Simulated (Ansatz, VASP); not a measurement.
## Two plane-wave programs on WSe2

Contents of INCAR:

```
SYSTEM = WSe2
ALGO     = Normal         ! electronic algorithm
EDIFF    = 1E-6           ! SCF threshold, eV
ENCUT    = 520            ! plane-wave cutoff, eV
GGA      = PS             ! functional
ISIF     = 2              ! what is computed and relaxed
ISMEAR   = 0              ! smearing method
LASPH    = .True.         ! aspherical terms in the spheres
LCHARG   = .True.         ! write CHGCAR
LELF     = .True.         ! ELF
LREAL    = .False.        ! projectors in reciprocal space
LVHAR    = .True.       
LWAVE    = .False.        ! write WAVECAR
NBANDS   = 35             ! bands
NELM     = 80             ! most SCF steps
PREC     = Accurate       ! precision mode
SIGMA    = 0.02           ! smearing width, eV
```

File KPOINTS:

```
k-points
0
Gamma
  12 12 2
  0 0 0
```

POSCAR

```
WSe2
1.0
    3.1729629953      0.0000000000      0.0000000000
   -1.5864814977      2.7478665592      0.0000000000
    0.0000000000      0.0000000000     12.8269610211
W Se
2 4
Direct
    0.6666666667      0.3333333333      0.7500000000
    0.3333333333      0.6666666667      0.2500000000
    0.3333333333      0.6666666667      0.8831999829
    0.6666666667      0.3333333333      0.3831999829
    0.3333333333      0.6666666667      0.6168000171
    0.6666666667      0.3333333333      0.1168000171
```

Input for Ansatz:

```yaml
crystal:
  lattice:
    - [3.1729629953, 0.0, 0.0]
    - [-1.5864814977, 2.7478665592, 0.0]
    - [0.0, 0.0, 12.8269610211]
  atoms:
    - { symbol: W, position: [0.6666666667, 0.3333333333, 0.75] }
    - { symbol: W, position: [0.3333333333, 0.6666666667, 0.25] }
    - { symbol: Se, position: [0.3333333333, 0.6666666667, 0.8831999829] }
    - { symbol: Se, position: [0.6666666667, 0.3333333333, 0.3831999829] }
    - { symbol: Se, position: [0.3333333333, 0.6666666667, 0.6168000171] }
    - { symbol: Se, position: [0.6666666667, 0.3333333333, 0.1168000171] }
basis:
  ecutwfc: 420
kpoints:
  mp_grid: { grid: [12, 12, 2] }
  band_path: { path: [VBM, CBM], npoints: 2 }
hamiltonian:
  xc: pbesol
scf:
  occupations: { method: gaussian, width: 0.02 }
output:
  forces: true
  stress: true
  eigenvalues: true
checkpoint:
  read: start.run
  write: ck
  compress: false
  write_wavefunctions: false
  write_every: 100000
```

Alike in both runs: task single point; functional PBEsol; k mesh 12 × 12 × 2; occupations gaussian, width 0.02 eV; no spin polarisation.

|  | VASP | Ansatz |
| --- | --- | --- |
| version | VASP 6.6.1 | Ansatz 0.2.0 |
| potentials or method | VASP PAW PBE potentials, release 64 (W_sv, Se), cutoff 520 eV | scalar-relativistic, plane waves, PAW |
| valence electrons in the cell | 52 | 92 |

```tsv
	VASP	Ansatz	Ansatz less VASP
gap on the k mesh at the Fermi level (eV)	0.88	0.88	-0.001
least direct gap on the mesh (eV)	1.64	1.64	+0.002
pressure (GPa)	7.0	6.5	-0.53
traceless stress, the component that is largest in VASP (GPa)	-4.16	-4.29	-0.129
rms of the force components (eV/Å)	0.030	0.002	-0.0285
```

VASP's potentials were made for PBE, not for PBEsol. Atom by atom the forces differ by 0.032 eV/Å (rms over components). The functional is the same, so the differences come from potentials, cutoffs and numerics. VASP's potentials hold 52 valence electrons a cell and Ansatz's 92, so a difference there can come from the potentials and not from the codes.

Neither program's run includes spin-orbit coupling.
